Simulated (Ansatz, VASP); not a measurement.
## One calculation of Re2Au, two programs

The input INCAR:

```
ALGO = Fast
EDIFF = 1E-6
ENCUT = 520
GGA = PE
ISIF = 2
ISMEAR = 0
LASPH = T
LCHARG = F
LREAL = F
LWAVE = F
NBANDS = 20
NELM = 100
PREC = Accurate
SIGMA = 0.1
```

File KPOINTS:

```
k-points
0
Gamma
  8 8 8
```

The input POSCAR:

```
Re2Au
1.0
   -1.6670449156      1.6670449156      4.0894695585
    1.6670449156     -1.6670449156      4.0894695585
    1.6670449156      1.6670449156     -4.0894695585
Re Au
2 1
Direct
    0.6650000000      0.6650000000      0.0000000000
    0.3350000000      0.3350000000      0.0000000000
    0.0000000000      0.0000000000      0.0000000000
```

Input for Ansatz:

```yaml
crystal:
  lattice:
    - [-1.6670449156, 1.6670449156, 4.0894695585]
    - [1.6670449156, -1.6670449156, 4.0894695585]
    - [1.6670449156, 1.6670449156, -4.0894695585]
  atoms:
    - { symbol: Re, position: [0.665, 0.665, 0.0] }
    - { symbol: Re, position: [0.335, 0.335, 0.0] }
    - { symbol: Au, position: [0.0, 0.0, 0.0] }
basis:
  ecutwfc: 420
kpoints:
  mp_grid: { grid: [8, 8, 8] }
hamiltonian:
  xc: pbe
scf:
  occupations: { method: gaussian, width: 0.1 }
  lower_state_search: "off"
output:
  forces: true
  stress: true
  eigenvalues: true
```

Alike in both runs: task single point; functional PBE; k mesh 8 × 8 × 8; occupations gaussian, width 0.1 eV; no spin polarisation.

```csv
,VASP,Ansatz
version,VASP 6.6.1,Ansatz 0.2.0
potentials or method,"VASP PAW PBE potentials, release 64 (Re, Au), cutoff 520 eV","scalar-relativistic, plane waves, PAW"
valence electrons in the cell,25,49
```

VASP gave:

| Item | Value |
| --- | --- |
| gap on the k mesh at the Fermi level (eV) | none |
| pressure (GPa) | 13.6 |
| traceless stress, the component that is largest in VASP (GPa) | 12.15 |
| rms of the force components (eV/Å) | 0.702 |

Task: Estimate Ansatz's values.

Result: gap on the k mesh at the Fermi level (eV): none; pressure (GPa): 14.2; traceless stress, the component that is largest in VASP (GPa): 12.24; rms of the force components (eV/Å): 0.699.

Atom by atom the forces differ by 0.004 eV/Å (rms over components). A gap of «none» marks a metal or a gap that the smearing closes. With one functional, cell and mesh, what is left measures potentials, basis and numerics. VASP's potentials hold 25 valence electrons a cell and Ansatz's 49, so a difference there can come from the potentials and not from the codes.

Spin-orbit coupling is off throughout.
